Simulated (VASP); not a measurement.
# PtSeS3: single point with PBE

The system is PtSeS3.

```
CELL_PARAMETERS angstrom
3.88946 0.00000 0.00000
0.00000 3.88946 0.00000
0.00000 0.00000 7.88833
ATOMIC_POSITIONS crystal
Pt 0.50000 0.50000 0.69246
Se 0.00000 0.00000 0.02296
S 0.00000 0.50000 0.53116
S 0.50000 0.50000 0.99486
S 0.50000 0.00000 0.53116
```

The cell was built from a structure type or drawn by symmetry, and may not be a known phase.

* Program: VASP 6.6.1
* Task: single point
* Functional: PBE
* Potentials or basis: VASP PAW PBE potentials, release 64 (Pt, Se, S)
* Cutoff: 520 eV
* k mesh: 10 × 10 × 6
* Occupations: gaussian, width 0.1 eV
* Spin: no spin polarisation

```
Pressure               : -0.1 GPa
Largest force          : 0.018 eV/Å
Band gap on the k mesh : zero (bands 17 and 18 overlap by 2.40 eV)
```

Forces on the atoms (eV/Å):
```
Pt   0.000  0.000 -0.017
Se   0.000  0.000 -0.007
S    0.000  0.000  0.018
S    0.000  0.000 -0.012
S    0.000  0.000  0.018
```

Levels at points of the mesh, in eV from the Fermi level:
| k point | band 13 | band 14 | band 15 | band 16 | band 17 | band 18 | band 19 | band 20 | band 21 | band 22 |
| --- | --- | --- | --- | --- | --- | --- | --- | --- | --- | --- |
| (0.00, 0.00, 0.00) | -1.51 | -1.51 | -1.46 | 0.43 | 1.60 | 1.60 | 1.96 | 2.67 | 2.67 | 2.93 |
| (0.50, 0.00, 0.00) | -2.09 | -1.54 | -1.10 | -1.07 | -0.83 | -0.69 | -0.63 | 0.53 | 1.13 | 5.09 |
| (0.50, 0.50, 0.00) | -2.36 | -2.18 | -2.18 | -1.88 | -0.63 | 2.43 | 3.19 | 3.50 | 3.50 | 4.80 |
| (0.00, 0.00, 0.50) | -2.12 | -1.55 | -1.55 | 0.78 | 1.61 | 1.61 | 1.98 | 2.67 | 2.67 | 3.64 |
| (0.50, 0.00, 0.50) | -2.11 | -1.59 | -1.10 | -1.09 | -0.81 | -0.79 | -0.66 | 0.50 | 0.85 | 5.53 |
| (0.50, 0.50, 0.50) | -2.28 | -2.08 | -2.08 | -1.77 | -0.71 | 2.43 | 3.19 | 3.48 | 3.48 | 4.05 |

Run time: 3 min on 1 thread of Intel(R) Xeon(R) Platinum 8559C (Emerald Rapids), with other jobs on the host, peak memory 0.39 GiB.

Caveat: spin-orbit coupling is left out, which moves the levels of the heavy elements; this functional lacks dispersion, which binds the layers, so the pressure and a relaxed spacing across them are unreliable.
